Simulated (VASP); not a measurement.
# I (Fmmm) in VASP: settings compared, part 2 of 2

VASP 6.6.1. The steps go on from the part before.

### 3 Single point, PBE+D4

This run uses another cell than the first one, of 37.11 Å³/atom, 0.772 times its volume.

The input, INCAR:

```
SYSTEM = I
PREC     = Accurate       ! precision mode
ENCUT    = 520            ! plane-wave cutoff, eV
EDIFF    = 1E-6           ! SCF threshold, eV
ISMEAR   = -1             ! smearing method
SIGMA    = 0.05           ! smearing width, eV
LREAL    = .FALSE.        ! projectors in reciprocal space
LASPH    = .TRUE.         ! aspherical terms in the spheres
NELM     = 60             ! most SCF steps
ALGO     = Normal         ! electronic algorithm
ISIF     = 2              ! what is computed and relaxed
LWAVE    = .FALSE.        ! write WAVECAR
LCHARG   = .TRUE.         ! write CHGCAR
GGA      = PE             ! functional
IVDW     = 13             ! dispersion correction
LELF     = .TRUE.         ! ELF
LVHAR    = .TRUE.       
NBANDS   = 10             ! bands
```

The input, KPOINTS:

```
regular mesh
0
G
  9 9 9
  0 0 0
```

The input, POSCAR:

```
I
1.0
    0.0000000000      2.2932644730      3.6356276409
    2.2255168066      0.0000000000      3.6356276409
    2.2255168066      2.2932644730      0.0000000000
I
1
Direct
    0.0000000000      0.0000000000      0.0000000000
```

Potentials or basis: VASP PAW PBE potentials, release 64 (I).

Started as:

```console
cat potpaw_PBE.64/I/POTCAR > POTCAR
mpirun -np 1 vasp_std > vasp.out
```

OUTCAR:

```text
SYSTEM = I
   PREC = Accurate
   ENCUT = 520
   EDIFF = 1E-6
   ISMEAR = -1
   LREAL = .FALSE.
   LASPH = .TRUE.
   NELM = 60
   ISIF = 2
   GGA = PE
   IVDW = 13

 ion  position               nearest neighbor table
   1  0.000  0.000  0.000-

  LATTYP: Found a face centered orthorhombic cell.
 ALAT       =     4.4510336132
 B/A-ratio  =     1.0304413187
 C/A-ratio  =     1.6336105080

  Lattice vectors:

 A1 = (   0.0000000000,   2.2932644730,   3.6356276409)
 A2 = (   2.2255168066,   0.0000000000,   3.6356276409)
 A3 = (   2.2255168066,   2.2932644730,   0.0000000000)

Analysis of symmetry for initial positions (statically):
=====================================================================
 Subroutine PRICEL returns:
 Original cell was already a primitive cell.

 Routine SETGRP: Setting up the symmetry group for a
 face centered orthorhombic supercell.

 Subroutine GETGRP returns: Found  8 space group operations
 (whereof  8 operations were pure point group operations)
[... 164 lines left out ...]
 cond. band min:       4.4275696510   @ k =  -0.4444   0.3333   0.1111
 fundamental gap:      0.0260683334
 Fermi energy:         4.4056372777

 k-point     1 :       0.0000    0.0000    0.0000
  band No.  band energies     occupation
      1      -9.7393      2.00000
      2       2.7942      2.00000
      3       5.3482      0.00000
      4       5.4571      0.00000
      5       9.3048      0.00000
      6      11.9037      0.00000
      7      12.8629      0.00000
      8      16.3194      0.00000
      9      16.4540      0.00000
     10      16.6800      0.00000
[... 287 lines left out ...]
 k-point    24 :       0.4444    0.4444    0.0000
  band No.  band energies     occupation
      1      -9.3269      2.00000
      2      -0.0594      2.00000
      3       4.9810      0.00002
      4       5.1041      0.00000
      5      11.1358      0.00000
      6      11.5099      0.00000
      7      16.1439      0.00000
      8      19.8839      0.00000
      9      19.9391      0.00000
     10      21.0906      0.00000

 [... further k-points ...]

------------------------ aborting loop because EDIFF is reached ----------------------------------------

  DFT-D4 for vdW energy calculation

  Edisp (eV):   -0.38803

  FORCE on cell =-STRESS in cart. coord.  units (eV):
  Direction    XX          YY          ZZ          XY          YZ          ZX
  --------------------------------------------------------------------------------------
  -------------------------------------------------------------------------------------
  Total      -0.01396    -0.01858    -0.00199     0.00000     0.00000     0.00000
  in kB      -0.60280    -0.80203    -0.08611     0.00000     0.00000     0.00000
  external pressure =       -0.50 kB  Pullay stress =        0.00 kB

 VOLUME and BASIS-vectors are now :
 -----------------------------------------------------------------------------
  energy-cutoff  :      520.00
  volume of cell :       37.11
      direct lattice vectors                 reciprocal lattice vectors
     0.000000000  2.293264473  3.635627641    -0.224666917  0.218029802  0.137527835
     2.225516807  0.000000000  3.635627641     0.224666917 -0.218029802  0.137527835
     2.225516807  2.293264473  0.000000000     0.224666917  0.218029802 -0.137527835

 POSITION                                       TOTAL-FORCE (eV/Angst)
 -----------------------------------------------------------------------------------
      0.00000      0.00000      0.00000        -0.000000      0.000000      0.000000
 -----------------------------------------------------------------------------------
    total drift:                                0.000000      0.000000      0.000000

  FREE ENERGIE OF THE ION-ELECTRON SYSTEM (eV)
  ---------------------------------------------------
  free  energy   TOTEN  =        -1.7541760985 eV

  energy  without entropy=       -1.7486355430  energy(sigma->0) =       -1.75140582
```

OSZICAR:

```text
N       E                     dE             d eps       ncg     rms          rms(c)
DAV:   1     0.198837882612E+02    0.19884E+02   -0.24014E+03  2500   0.488E+02
DAV:   2    -0.516047512480E+00   -0.20400E+02   -0.19630E+02  3192   0.826E+01
DAV:   3    -0.138558243628E+01   -0.86953E+00   -0.86329E+00  3040   0.171E+01
DAV:   4    -0.139419524414E+01   -0.86128E-02   -0.86118E-02  3106   0.208E+00
DAV:   5    -0.139431391380E+01   -0.11867E-03   -0.11867E-03  3126   0.225E-01    0.526E+00
DAV:   6    -0.137388049000E+01    0.20433E-01   -0.16499E-02  2818   0.621E-01    0.324E+00
DAV:   7    -0.136622035794E+01    0.76601E-02   -0.33828E-02  2776   0.912E-01    0.123E-01
DAV:   8    -0.136614324867E+01    0.77109E-04   -0.17671E-03  2722   0.254E-01    0.363E-02
DAV:   9    -0.136614651662E+01   -0.32680E-05   -0.24890E-05  3318   0.365E-02    0.196E-02
DAV:  10    -0.136614772217E+01   -0.12055E-05   -0.29447E-06  2792   0.101E-02    0.311E-03
DAV:  11    -0.136614789707E+01   -0.17489E-06   -0.37202E-07  1950   0.354E-03
   1 F= -.17541761E+01 E0= -.17514058E+01  d E =-.554056E-02
```

Run time: 26 s. Hardware: 1 thread of Intel Xeon 6975P-C, shared host; peak memory 0.19 GiB.

Results:

```
Free energy                : -1.7542 eV
Pressure                   : 0.0 GPa
Dispersion energy per atom : -0.388 eV
```

Levels at points of the mesh, in eV from the Fermi level:
| k point | band 1 | band 2 | band 3 | band 4 | band 5 | band 6 | band 7 | band 8 |
| --- | --- | --- | --- | --- | --- | --- | --- | --- |
| (0.00, 0.00, 0.00) | -14.14 | -1.61 | 0.94 | 1.05 | 4.90 | 7.50 | 8.46 | 11.91 |

Caveat: spin-orbit coupling is left out, which moves the levels of the heavy elements; an odd number of electrons without spin polarisation forces a metal; a magnetic or distorted state may lie lower; pairwise dispersion overbinds metals, which lowers pressure and volume.

### 4 Single point, PBEsol+D3(BJ)

This run uses another cell than the first one, of 33.80 Å³/atom, 0.703 times its volume.

The input, INCAR:

```
PREC = Accurate
ENCUT = 520
EDIFF = 1E-7
ISMEAR = -1
SIGMA = 0.05
LREAL = False
LASPH = True
NELM = 100
ALGO = Normal
ISIF = 2
LWAVE = False
LCHARG = False
GGA = PS
IVDW = 12
NBANDS = 10
```

The input, KPOINTS:

```
Automatic mesh
0
Gamma
  9 9 9
```

The input, POSCAR:

```
I
1.0
    0.0000000000      2.2233099065      3.4260389159
    2.2184564377      0.0000000000      3.4260389159
    2.2184564377      2.2233099065      0.0000000000
I
1
Direct
    0.0000000000      0.0000000000      0.0000000000
```

Started as:

```console
cat potpaw_PBE.64/I/POTCAR > POTCAR
mpirun -np 1 vasp_std > vasp.out
```

Run time: 14 s. Hardware: 1 thread of Intel Xeon 6975P-C (Granite Rapids), shared host; peak memory 0.19 GiB.

The run converged. Its results:

- Free energy: -2.0086 eV
- Pressure: 0.0 GPa
- Dispersion energy per atom: -0.357 eV

Levels at points of the mesh, in eV from the Fermi level:
```csv
k point,band 2,band 3,band 4,band 5,band 6,band 7
"(0.00, 0.00, 0.00)",-1.36,1.15,1.16,5.06,7.51,8.68
```

Caveat: the PAW data sets were made with another functional, which shifts forces and pressure a little; spin-orbit coupling is left out, which moves the levels of the heavy elements; an odd number of electrons without spin polarisation forces a metal; a magnetic or distorted state may lie lower; pairwise dispersion overbinds metals, which lowers pressure and volume.

### 5 The runs side by side

| level | cell | gap on the mesh (eV) | pressure (GPa) |
| --- | --- | --- | --- |
| PBE | a = 5.123, b = 5.126, c = 3.237 Å, angles 71.6, 71.6, 36.8°, 1 atom | none | 0.0 |
| PBE+D4 | a = 4.298, b = 4.263, c = 3.196 Å, angles 68.7, 67.5, 43.8°, 1 atom | none | 0.0 |
| PBEsol+D3(BJ) | a = 4.084, b = 4.082, c = 3.141 Å, angles 67.4, 67.3, 45.2°, 1 atom | none | 0.0 |

Alike in all rows: task single point; potentials or basis VASP PAW PBE potentials, release 64 (I); no spin polarisation; k mesh 9 × 9 × 9; cutoff (eV) 520; smearing fermi-dirac 0.05 eV.

Caveats: spin-orbit coupling is left out, which moves the levels of the heavy elements; an odd number of electrons without spin polarisation forces a metal; a magnetic or distorted state may lie lower; pairwise dispersion overbinds metals, which lowers pressure and volume (some runs); the PAW data sets were made with another functional, which shifts forces and pressure a little (some runs).

Total energies depend on the potentials used, so only differences within one code and one set of settings carry meaning.
